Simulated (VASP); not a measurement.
A run of VASP 6.6.1 is set up as follows.

The input INCAR:

```
PREC = Accurate
ENCUT = 520
EDIFF = 1E-6
ISMEAR = -1
SIGMA = 0.05
LREAL = False
LASPH = True
NELM = 80
ALGO = Normal
ISIF = 2
LWAVE = False
LCHARG = False
GGA = PE
NBANDS = 42
```

Contents of KPOINTS:

```
regular mesh
0
Gamma
  1 1 1
```

Contents of POSCAR:

```
N
1.0
    7.0338500000      0.0000000000      0.0000000000
    0.0000000000      7.0338500000      0.0000000000
    0.0000000000      0.0000000000      7.0338500000
N
12
Direct
    0.9210593357      0.9373477929      0.2154297907
    0.8899410776      0.9982510703      0.0743090568
    0.6755246619      0.4156065639      0.5340801388
    0.6761172876      0.3183140517      0.4108932145
    0.0172979056      0.6249993237      0.7978256421
   -0.0007544962      0.7247289142      0.6782015428
    0.4223939178      0.9000103529      0.3127738775
    0.3861326298      0.7690248730      0.3908554058
    0.4285345766      0.9351500551      0.8552265682
    0.4360931559      1.0820810701      0.8012419450
    0.1819222076      0.3555865296      0.2730809304
    0.2540270400      0.3797993026      0.1357420874
```

Potentials or basis: VASP PAW PBE potentials, release 64 (N).

Launch:

```console
$ cat potpaw_PBE.64/N/POTCAR > POTCAR
$ mpirun -np 1 vasp_gam > vasp.out
```

Estimate the largest force.

1.688 eV/Å.

Estimate the pressure.

1.7 GPa.

Forces on the atoms (eV/Å):
```
N    0.301 -0.624  1.397
N   -0.320  0.614 -1.406
N   -0.013  0.838  1.087
N    0.019 -0.838 -1.092
N    0.177 -1.022  1.215
N   -0.168  1.018 -1.213
N    0.372  1.365 -0.804
N   -0.365 -1.358  0.811
N   -0.076 -1.569  0.579
N    0.087  1.581 -0.585
N   -0.657 -0.214  1.204
N    0.643  0.211 -1.193
```

Caveat: the k points lie up to 0.89 Å⁻¹ apart; the standard files for N, O and F lose accuracy on very short bonds.
